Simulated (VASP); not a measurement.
# MnO (Manganosite) (Fm-3m) in VASP: further runs, part 2 of 2

VASP 6.6.1. The steps go on from the part before.

## Step 5: Single point, PBE+U, collinear spin, ferromagnetic start

This run uses another cell than the first one: it holds 4 atoms, not 2.

File INCAR:

```
PREC = Accurate
ENCUT = 600
EDIFF = 1E-6
ISMEAR = 0
SIGMA = 0.05
LREAL = False
LASPH = True
NELM = 200
ALGO = Normal
ISIF = 2
LWAVE = False
LCHARG = False
ISPIN = 2
MAGMOM = 5 5 0 0
LORBIT = 11
LMAXMIX = 4
LDAU = True
LDAUTYPE = 2
LDAUL = 2 -1
LDAUU = 3.9 0
LDAUJ = 0 0
LDAUPRINT = 1
GGA = PE
NBANDS = 33
GGA_COMPAT = False
```

File KPOINTS:

```
Automatic mesh
0
Gamma
  5 5 5
```

File POSCAR:

```
MnO
1.0
   -2.2664522252     -2.2664522252      4.5329044504
   -4.5329044504     -2.2664522252      2.2664522252
   -2.2664522252     -4.5329044504      2.2664522252
Mn O
2 2
Direct
    0.0000000000      0.0000000000      0.0000000000
    0.5000000000      0.5000000000      0.5000000000
    1.2500000000     -0.7500000000     -0.7500000000
    1.7500000000     -0.2500000000     -0.2500000000
```

Potentials or basis: VASP PAW PBE potentials, release 64 (Mn_sv, O).

Run with:

```
> cat potpaw_PBE.64/Mn_sv/POTCAR potpaw_PBE.64/O/POTCAR > POTCAR
> mpirun -np 1 vasp_std > vasp.out
```

OUTCAR:

```text
PREC = Accurate
   ENCUT = 600
   EDIFF = 1E-6
   ISMEAR = 0
   LREAL = False
   LASPH = True
   NELM = 200
   ISIF = 2
   ISPIN = 2
   LORBIT = 11
   GGA = PE

 ion  position               nearest neighbor table
   1  0.000  0.000  0.000-   4 2.27   4 2.27   4 2.27   3 2.27   3 2.27   3 2.27
   2  0.500  0.500  0.500-   3 2.27   3 2.27   3 2.27   4 2.27   4 2.27   4 2.27
   3  0.250  0.250  0.250-   1 2.27   1 2.27   1 2.27   2 2.27   2 2.27   2 2.27
   4  0.750  0.750  0.750-   2 2.27   2 2.27   2 2.27   1 2.27   1 2.27   1 2.27

  LATTYP: Found a trigonal (rhomboedric) cell.
 ALAT       =     5.5516514781
 COS(alpha) =     0.8333333333

  Lattice vectors:

 A1 = (  -2.2664522252,  -2.2664522252,   4.5329044504)
 A2 = (  -4.5329044504,  -2.2664522252,   2.2664522252)
 A3 = (  -2.2664522252,  -4.5329044504,   2.2664522252)

Analysis of symmetry for initial positions (statically):
[... 1664 lines left out ...]
------------------------ aborting loop because EDIFF is reached ----------------------------------------

  FORCE on cell =-STRESS in cart. coord.  units (eV):
  Direction    XX          YY          ZZ          XY          YZ          ZX
  --------------------------------------------------------------------------------------
  -------------------------------------------------------------------------------------
  Total       -1.1237281     -1.1237281     -1.1237281     -0.0040895      0.0040895      0.0040895
  in kB      -38.6609135    -38.6609135    -38.6609135     -0.1406965      0.1406965      0.1406965
  external PRESSURE =     -38.6609135 kB  Pullay stress =       0.0000000 kB

 VOLUME and BASIS-vectors are now :
 -----------------------------------------------------------------------------
  energy-cutoff  :      600.00
  volume of cell :       46.57
      direct lattice vectors                 reciprocal lattice vectors
    -2.266452225 -2.266452225  4.532904450     0.110304553  0.110304553  0.330913660
    -4.532904450 -2.266452225  2.266452225    -0.330913660  0.110304553 -0.110304553
    -2.266452225 -4.532904450  2.266452225     0.110304553 -0.330913660 -0.110304553

 POSITION                                       TOTAL-FORCE (eV/Angst)
 -----------------------------------------------------------------------------------
      0.00000      0.00000      0.00000         0.000000     -0.000000      0.000000
     -4.53290     -4.53290      4.53290         0.000000     -0.000000     -0.000000
     -2.26645     -2.26645      2.26645         0.000000      0.000000     -0.000000
     -6.79936     -6.79936      6.79936        -0.000000      0.000000     -0.000000
 -----------------------------------------------------------------------------------
    total drift:                                0.000000      0.000000      0.000000

  FREE ENERGIE OF THE ION-ELECTRON SYSTEM (eV)
  ---------------------------------------------------
  free  energy   TOTEN  =       -30.6569066801 eV

  energy  without entropy=      -30.6566350460  energy(sigma->0) =      -30.65677086

 total charge

# of ion       s       p       d       tot
------------------------------------------
    1        2.111   6.007   4.730  12.847
    2        2.111   6.007   4.730  12.847
    3        1.551   3.428   0.000   4.979
    4        1.551   3.428   0.000   4.979
--------------------------------------------------
tot          7.323  18.870   9.459  35.653

 magnetization (x)

# of ion       s       p       d       tot
------------------------------------------
    1        0.023   0.015   4.463   4.501
    2        0.023   0.015   4.463   4.501
    3        0.023   0.131   0.000   0.154
    4        0.023   0.131   0.000   0.154
--------------------------------------------------
tot          0.093   0.291   8.926   9.310
```

OSZICAR:

```text
N       E                     dE             d eps       ncg     rms          rms(c)
DAV:   1     0.758715900926E+03    0.75872E+03   -0.24426E+04  2772   0.275E+03
DAV:   2     0.439507688879E+02   -0.71477E+03   -0.67850E+03  2528   0.650E+02
DAV:   3    -0.262056033685E+02   -0.70156E+02   -0.67761E+02  3119   0.234E+02
DAV:   4    -0.316832201175E+02   -0.54776E+01   -0.53499E+01  4752   0.597E+01
DAV:   5    -0.320985166287E+02   -0.41530E+00   -0.41342E+00  3502   0.129E+01    0.197E+01
DAV:   6    -0.298222026926E+02    0.22763E+01   -0.19799E+01  3713   0.478E+01    0.165E+01
DAV:   7    -0.306560237462E+02   -0.83382E+00   -0.22809E+00  3972   0.196E+01    0.999E+00
DAV:   8    -0.306231589999E+02    0.32865E-01   -0.32075E-01  3579   0.614E+00    0.456E+00
DAV:   9    -0.306388063305E+02   -0.15647E-01   -0.39410E-02  3297   0.284E+00    0.119E+00
DAV:  10    -0.306564980704E+02   -0.17692E-01   -0.52768E-03  3747   0.720E-01    0.210E-01
DAV:  11    -0.306566577364E+02   -0.15967E-03   -0.17886E-03  4193   0.512E-01    0.898E-02
DAV:  12    -0.306568675756E+02   -0.20984E-03   -0.21385E-04  3567   0.139E-01    0.485E-02
DAV:  13    -0.306569050498E+02   -0.37474E-04   -0.30302E-05  3235   0.541E-02    0.167E-02
DAV:  14    -0.306569062827E+02   -0.12329E-05   -0.24998E-06  2885   0.151E-02    0.559E-03
DAV:  15    -0.306569066801E+02   -0.39733E-06   -0.26544E-07  1709   0.615E-03
   1 F= -.30656907E+02 E0= -.30656771E+02  d E =-.271634E-03  mag=    10.0000
```

stdout:

```text
POSCAR found type information on POSCAR MnO
 POSCAR found :  2 types and       4 ions
 scaLAPACK will be used
 LDA part: xc-table for (Slater+PW92), standard interpolation
 POSCAR, INCAR and KPOINTS ok, starting setup
 FFT: planning ... GRIDC
 FFT: planning ... GRID_SOFT
 FFT: planning ... GRID
 WAVECAR not read
 entering main loop
```

Wall time 2.3 min (1 thread of Intel Xeon 6975P-C (Granite Rapids), shared host); peak memory 0.41 GiB.

Results:

```yaml
Free_energy: -30.6569 eV
Pressure: -3.9 GPa
Band_gap_on_the_k_mesh: 0.06 eV
Net_moment: 10.00 μB per cell
Site_moments: Mn +4.50; O +0.15 μB
Valence_electrons_inside_the_program's_atomic_spheres: Mn 12.85; O 4.98
```

Levels at points of the mesh, in eV from the valence-band top:
Spin up:
| k point | band 22 | band 23 | band 24 | band 25 | band 26 | band 27 | band 28 | band 29 | band 30 | band 31 |
| --- | --- | --- | --- | --- | --- | --- | --- | --- | --- | --- |
| (0.00, 0.00, 0.00) | -2.52 | -2.52 | -2.40 | 0.00 | 0.00 | 0.06 | 4.13 | 8.08 | 12.21 | 12.21 |
Spin down:
| k point | band 14 | band 15 | band 16 | band 17 | band 18 | band 19 |
| --- | --- | --- | --- | --- | --- | --- |
| (0.00, 0.00, 0.00) | -2.22 | -2.22 | -2.22 | 1.38 | 3.25 | 3.25 |

Eigenvalues of the final occupation matrices:
```tsv
site	spin	trace	eigenvalues
site 1 d	1	4.62	0.91 0.91 0.91 0.94 0.94
site 1 d	2	0.14	0.01 0.01 0.01 0.05 0.05
site 2 d	1	4.62	0.91 0.91 0.91 0.94 0.94
site 2 d	2	0.14	0.01 0.01 0.01 0.05 0.05
```

Caveat: the k points lie up to 0.46 Å⁻¹ apart; only a ferromagnetic start was run, and an antiferromagnetic order may lie lower in energy. The state reached can hang on the start; a lower one may exist.

## Step 6: The runs side by side

```csv
potentials or basis,cell,cutoff (eV),second run,gap on the mesh (eV),pressure (GPa),moment (μB)
"VASP PAW PBE potentials, release 64 (Mn_pv, O)","a = 3.144 Å, angles 60.0°, 2 atoms",520,-,0.39,7.6,5.00
"VASP PAW PBE potentials, release 64 (Mn_pv, O)","a = 5.552 Å, angles 33.6°, 4 atoms",520,-,0.10,-1.5,10.00
"VASP PAW PBE potentials, release 64 (Mn_sv, O)","a = 3.144 Å, angles 60.0°, 2 atoms",600,valence_matched,0.34,5.0,5.00
"VASP PAW PBE potentials, release 64 (Mn_sv, O)","a = 5.552 Å, angles 33.6°, 4 atoms",600,valence_matched,0.06,-3.9,10.00
```

Alike in all rows: task single point; level PBE+U; spin collinear, ferromagnetic start; Mn d U = 3.9 eV; k mesh 5 × 5 × 5; smearing gaussian 0.05 eV.

Caveats: all runs use coarse meshes; a cell with one magnetic atom can't hold antiferromagnetic order, which such compounds often take (some runs); only a ferromagnetic start was run, and an antiferromagnetic order may lie lower in energy (some runs).

Total energies depend on the potentials used, so only differences within one code and one set of settings carry meaning.
